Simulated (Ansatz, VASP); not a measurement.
## Two plane-wave programs on NaH

File POSCAR:

```
NaH
1.0
    2.9743244007      0.0000000000      0.0000000000
    0.0000000000      2.9743244007      0.0000000000
    0.0000000000      0.0000000000      2.9743244007
Na H
1 1
Direct
    0.0000000000      0.0000000000      0.0000000000
    0.5000000000      0.5000000000      0.5000000000
```

Contents of INCAR.step1:

```
ALGO = Normal ; EDIFF = 1E-4
ENCUT = 520 ; GGA = PE
ISMEAR = 0 ; LASPH = True
LCHARG = False ; LREAL = False
LWAVE = True ; NBANDS = 11
NELM = 100 ; PREC = Accurate
SIGMA = 0.01
```

Contents of INCAR.step2:

```
ALGO = Normal ; EDIFF = 1E-7
ENCUT = 520 ; ISIF = 2
ISMEAR = 0 ; ISTART = 1
LASPH = True ; LCHARG = False
LMIXTAU = True ; LREAL = False
LWAVE = False ; METAGGA = R2SCAN
NBANDS = 11 ; NELM = 100
PREC = Accurate ; SIGMA = 0.01
```

The input KPOINTS:

```
k-points
0
Gamma
  8 8 8
```

Input for Ansatz:

```yaml
crystal:
  lattice:
    - [2.9743244007, 0.0, 0.0]
    - [0.0, 2.9743244007, 0.0]
    - [0.0, 0.0, 2.9743244007]
  atoms:
    - { symbol: Na, position: [0.0, 0.0, 0.0] }
    - { symbol: H, position: [0.5, 0.5, 0.5] }
kpoints:
  mp_grid: { grid: [8, 8, 8] }
  band_path:
    path: [[0.0, 0.0, 0.0], [0.0, 0.5, 0.0], [0.5, 0.5, 0.0], [0.5, 0.5, 0.5]]
    npoints: 1
hamiltonian:
  xc: r2scan
scf:
  occupations: { method: fixed }
  n_extra_bands: 4
output:
  forces: true
  stress: true
  eigenvalues: true
```

Change from the starting cell: hydrostatic strain +1.4%.

Alike in both runs: task single point; functional r2SCAN; k mesh 8 × 8 × 8; no spin polarisation.

|  | VASP | Ansatz |
| --- | --- | --- |
| version | VASP 6.6.1 | Ansatz 0.2.0 |
| potentials or method | VASP PAW PBE potentials, release 64 (Na_pv, H) | plane waves, PAW |
| plane-wave cutoff (eV) | 520 | 500 |
| occupations | gaussian, width 0.01 eV | fixed |
| valence electrons in the cell | 8 | 10 |

```tsv
	VASP	Ansatz	Ansatz less VASP
gap on the k mesh at the Fermi level (eV)	1.60	1.59	-0.011
pressure (GPa)	-1.3	-1.0	+0.34
```

VASP's potentials were made for PBE, not for r2SCAN. VASP's potentials hold 8 valence electrons a cell and Ansatz's 10, so a difference there can come from the potentials and not from the codes.
